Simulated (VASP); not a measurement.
# Al3BAs4 (Pmm2) in VASP: a series of runs, part 2 of 2

VASP 6.6.1. Earlier steps stand in the parts before.

## (4) Relaxation of cell and atoms, PBE

INCAR reads:

```
SYSTEM = Al3BAs4
PREC = Accurate
ENCUT = 600
EDIFF = 1E-6
ISMEAR = 0
SIGMA = 0.1
LREAL = .False.
LASPH = .True.
NELM = 60
ALGO = Normal
ISIF = 3
LWAVE = .False.
LCHARG = .False.
GGA = PE
IBRION = 2
NSW = 90
EDIFFG = -0.04
```

KPOINTS reads:

```
regular mesh
0
Gamma
  4 2 4
  0 0 0
```

POSCAR reads:

```
Al3BAs4
1.0
    3.7575467500      0.0000000000      0.0000000000
    0.0000000000      7.5150934900      0.0000000000
    0.0000000000      0.0000000000      5.3139735700
Al B As
3 1 4
Direct
    0.0000000000      0.0000000000      0.0000000000
    0.5000000000      0.7500000000      0.5000000000
    0.5000000000      0.2500000000      0.5000000000
    0.0000000000      0.5000000000      0.0000000000
    0.0000000000      0.2500000000      0.2500000000
    0.0000000000      0.7500000000      0.2500000000
    0.5000000000      0.0000000000      0.7500000000
    0.5000000000      0.5000000000      0.7500000000
```

Potentials or basis: VASP PAW PBE potentials, release 64 (Al, B, As).

Command:

```console
> cat potpaw_PBE.64/Al/POTCAR potpaw_PBE.64/B/POTCAR potpaw_PBE.64/As/POTCAR > POTCAR
> mpirun -np 1 vasp_std > vasp.out
```

OUTCAR:

```text
SYSTEM = Al3BAs4
   PREC = Accurate
   ENCUT = 600
   EDIFF = 1E-6
   ISMEAR = 0
   LREAL = .False.
   LASPH = .True.
   NELM = 60
   ISIF = 3
   GGA = PE
   IBRION = 2
   NSW = 90
   EDIFFG = -0.04

 ion  position               nearest neighbor table
   1  0.000  0.000  0.000-   5 2.30   6 2.30   7 2.30   7 2.30
   2  0.500  0.750  0.500-   7 2.30   8 2.30   6 2.30   6 2.30
   3  0.500  0.250  0.500-   7 2.30   8 2.30   5 2.30   5 2.30
   4  0.000  0.500  0.000-   5 2.30   6 2.30   8 2.30   8 2.30
   5  0.000  0.250  0.250-   1 2.30   4 2.30   3 2.30   3 2.30
   6  0.000  0.750  0.250-   1 2.30   4 2.30   2 2.30   2 2.30
   7  0.500  0.000  0.750-   2 2.30   3 2.30   1 2.30   1 2.30
   8  0.500  0.500  0.750-   2 2.30   3 2.30   4 2.30   4 2.30

  LATTYP: Found a simple orthorhombic cell.
 ALAT       =     3.7575467500
 B/A-ratio  =     1.4142135610
 C/A-ratio  =     1.9999999973

  Lattice vectors:

[... 746 lines left out ...]

[... ionic steps 4 to 11 ...]

--------------------------------------- Ionic step       12  -------------------------------------------

 number of electron      31.9999999 magnetization

------------------------ aborting loop because EDIFF is reached ----------------------------------------
[... 79 lines left out ...]
--------------------------------------- Ionic step       14  -------------------------------------------

 number of electron      31.9999998 magnetization

 Free energy of the ion-electron system (eV)
  ---------------------------------------------------
  ext. energy  EPLUGINS =         0.00000000
  ---------------------------------------------------
  free energy    TOTEN  =       -38.45289522 eV

  energy without entropy =      -38.45289522  energy(sigma->0) =      -38.45289522

 E-fermi :   4.7243     XC(G=0):  -9.2211

 val. band max:        4.3084868393   @ k =   0.0000   0.0000   0.0000
 cond. band min:       5.1477199982   @ k =   0.0000   0.0000   0.0000
 fundamental gap:      0.8392331588
 Fermi energy:         4.7242501301

 k-point     1 :       0.0000    0.0000    0.0000
  band No.  band energies     occupation
      1      -8.4362      2.00000
      2      -6.8057      2.00000
      3      -6.7026      2.00000
      4      -5.9421      2.00000
      5      -2.1868      2.00000
      6      -1.0391      2.00000
[... 456 lines left out ...]
  FREE ENERGIE OF THE ION-ELECTRON SYSTEM (eV)
  ---------------------------------------------------
  free  energy   TOTEN  =       -38.4528952205 eV

  energy  without entropy=      -38.4528952204  energy(sigma->0) =      -38.45289522

 reached required accuracy - stopping structural energy minimisation
```

OSZICAR:

```text
N       E                     dE             d eps       ncg     rms          rms(c)
DAV:   1     0.123089048832E+03    0.12309E+03   -0.13456E+04   756   0.141E+03
DAV:   2    -0.277775570931E+02   -0.15087E+03   -0.14369E+03  1040   0.192E+02
DAV:   3    -0.372221668651E+02   -0.94446E+01   -0.93398E+01   934   0.499E+01
DAV:   4    -0.374011312993E+02   -0.17896E+00   -0.17859E+00   958   0.745E+00
[... 117 lines left out ...]
DAV:   1    -0.384528589091E+02   -0.23136E-03   -0.41061E-02   756   0.122E+00    0.437E-02
DAV:   2    -0.384529049010E+02   -0.45992E-04   -0.87224E-04   942   0.157E-01    0.231E-02
DAV:   3    -0.384528962027E+02    0.86983E-05   -0.36834E-05   881   0.349E-02    0.116E-02
DAV:   4    -0.384528950485E+02    0.11543E-05   -0.97226E-06   921   0.170E-02    0.389E-03
DAV:   5    -0.384528952205E+02   -0.17199E-06   -0.13388E-06   569   0.633E-03
  14 F= -.38452895E+02 E0= -.38452895E+02  d E =-.294731E-02
```

It took 4 min on 1 thread of Intel Xeon 6975P-C (Granite Rapids), shared host; peak memory 0.3 GiB.

What came out:

- Free energy: -38.4529 eV
- Relaxed volume: 20.99 Å³/atom
- Relaxed cell: a = 3.884 Å, b = 7.841 Å, c = 5.514 Å, α = 90.00°, β = 90.00°, γ = 90.00°
- Space group after relaxing (to 0.1 Å): Pmm2 (No. 25)
- Energy gained by relaxing: 237.6 meV/atom
- Ionic steps: 14
- Pressure after relaxing: 0.0 GPa
- Largest force after relaxing: 0.039 eV/Å
- Band gap on the k mesh: 0.84 eV

Forces in eV/Å, atoms in the order of the input:
```
Al   0.000  0.000  0.026
Al   0.000 -0.016 -0.025
Al   0.000  0.016 -0.025
B    0.000  0.000 -0.011
As   0.000 -0.038  0.010
As   0.000  0.038  0.010
As   0.000  0.000 -0.003
As   0.000  0.000  0.016
```

The path:
| step | energy change (eV) | largest force (eV/Å) | pressure (GPa) | volume (Å³) |
| --- | --- | --- | --- | --- |
| 1 | 0.0000 | 3.4680 | 14.04 | 150.06 |
| 2 | -1.1955 | 0.6972 | -6.57 | 188.65 |
| 3 | -1.4441 | 1.2606 | -2.33 | 175.64 |
| 4 | -1.7097 | 0.7109 | -1.26 | 171.69 |
| 5 | -1.8178 | 0.6576 | 0.44 | 167.24 |
| 6 | -1.8186 | 0.6485 | 0.27 | 167.63 |
| 7 | -1.8685 | 0.3662 | 0.06 | 167.84 |
| 8 | -1.8820 | 0.3196 | -0.07 | 168.01 |
| 9 | -1.8915 | 0.2455 | 0.02 | 167.76 |
| 10 | -1.8915 | 0.2476 | 0.03 | 167.75 |
| 11 | -1.8972 | 0.1428 | 0.03 | 167.75 |
| 12 | -1.8980 | 0.1973 | 0.03 | 167.74 |
| 13 | -1.9007 | 0.0517 | 0.01 | 167.87 |
| 14 | -1.9009 | 0.0389 | 0.01 | 167.93 |

Final structure:
```
Al B As
1.0
     3.88400    0.00000    0.00000
     0.00000    7.84109    0.00000
     0.00000    0.00000    5.51392
Al B As
3 1 4
Direct
  0.00000 0.00000 0.99544
  0.50000 0.73212 0.50168
  0.50000 0.26788 0.50168
  0.00000 0.50000 0.01128
  0.00000 0.27731 0.22931
  0.00000 0.72269 0.22931
  0.50000 0.00000 0.72743
  0.50000 0.50000 0.80388
```

## (5) Single point, PBE

This run uses another cell than the first one, of 20.90 Å³/atom.

INCAR reads:

```
SYSTEM = Al3BAs4
  PREC = Accurate
  ENCUT = 520
  EDIFF = 1E-6
  ISMEAR = 0
  SIGMA = 0.02
  LREAL = .FALSE.
  LASPH = .TRUE.
  NELM = 100
  ALGO = Normal
  ISIF = 2
  LWAVE = .FALSE.
  LCHARG = .TRUE.
  GGA = PE
  LELF = .TRUE.
  LVHAR = .TRUE.
  NBANDS = 26
```

KPOINTS reads:

```
Automatic mesh
0
G
  8 4 6
  0 0 0
```

POSCAR reads:

```
Al3BAs4
1.0
    3.8599556485      0.0000000000      0.0000000000
    0.0000000000      7.7969284455      0.0000000000
    0.0000000000      0.0000000000      5.5555658434
Al B As
3 1 4
Direct
    0.0000000000      0.0000000000      0.9961528627
    0.5000000000      0.7315550999      0.5015037437
    0.5000000000      0.2684449001      0.5015037437
    0.0000000000      0.5000000000      0.0107554496
    0.0000000000      0.2773455843      0.2293802248
    0.0000000000      0.7226544157      0.2293802248
    0.5000000000      0.0000000000      0.7275961436
    0.5000000000      0.5000000000      0.8037276071
```

Command:

```console
> cat potpaw_PBE.64/Al/POTCAR potpaw_PBE.64/B/POTCAR potpaw_PBE.64/As/POTCAR > POTCAR
> mpirun -np 1 vasp_std > vasp.out
```

Run time: 1.7 min. Hardware: 1 thread of Intel Xeon 6975P-C (Granite Rapids), shared host; peak memory 0.4 GiB.

Results (log left out):

```yaml
Free_energy: -38.6364 eV
Pressure: 0.2 GPa
Largest_force: 0.023 eV/Å
Band_gap_on_the_k_mesh: 0.86 eV
```

Forces on the atoms (eV/Å):
```
Al   0.000  0.000  0.007
Al   0.000 -0.003  0.000
Al   0.000  0.003  0.000
B    0.000  0.000 -0.023
As   0.000 -0.017  0.010
As   0.000  0.017  0.010
As   0.000  0.000 -0.004
As   0.000  0.000 -0.002
```

Levels at points of the mesh, in eV from the valence-band top:
```csv
k point,band 12,band 13,band 14,band 15,band 16,band 17,band 18,band 19,band 20,band 21
"(0.00, 0.00, 0.00)",-1.31,-0.83,-0.26,-0.21,0.00,0.86,1.13,2.29,2.71,3.45
"(0.50, 0.00, 0.00)",-2.97,-2.61,-2.47,-1.49,-0.99,0.98,1.21,1.73,1.93,2.56
"(0.00, 0.50, 0.00)",-1.73,-1.72,-1.21,-0.28,-0.15,1.06,2.35,2.82,3.36,3.43
"(0.50, 0.50, 0.00)",-2.84,-2.81,-2.42,-2.38,-2.07,2.20,2.41,2.48,2.56,3.19
"(0.00, 0.00, 0.50)",-1.45,-1.25,-0.98,-0.93,-0.75,0.86,1.88,2.24,2.50,3.10
"(0.50, 0.00, 0.50)",-3.43,-1.52,-1.28,-1.21,-0.86,1.27,1.94,3.55,3.64,3.78
"(0.00, 0.50, 0.50)",-1.63,-1.30,-1.12,-0.97,-0.96,1.57,2.81,3.11,3.38,3.79
"(0.50, 0.50, 0.50)",-2.86,-2.02,-2.00,-1.98,-1.96,2.66,3.01,3.07,3.44,3.49
```

## (6) Summary

```csv
task,cell,k mesh,cutoff (eV),smearing,gap on the mesh (eV),pressure (GPa),largest force (eV/Å)
single point,"a = 3.758, b = 7.515, c = 5.314 Å, 8 atoms, atomic positions A",4 × 2 × 4,520,gaussian 0.1 eV,1.14,14.0,3.47
single point,"a = 3.882, b = 7.829, c = 5.504 Å, 8 atoms, atomic positions B",4 × 2 × 4,520,gaussian 0.1 eV,0.83,0.3,0.02
relaxation of cell and atoms,"relaxed from a = 3.758, b = 7.515, c = 5.314 Å, 8 atoms, atomic positions A",4 × 2 × 4,600,gaussian 0.1 eV,0.84,0.0,0.04
single point,"a = 3.860, b = 7.797, c = 5.556 Å, 8 atoms, atomic positions B",8 × 4 × 6,520,gaussian 0.02 eV,0.86,0.2,0.02
```

Alike in all rows: level PBE; potentials or basis VASP PAW PBE potentials, release 64 (Al, B, As); no spin polarisation.

Caveats: the cell stands under pressure (at least some runs); forces of over 1 eV/Å act on the atoms, so gaps and moduli don't describe the material at rest (at least some runs).

Total energies depend on the potentials used, so only differences within one code and one set of settings carry meaning.
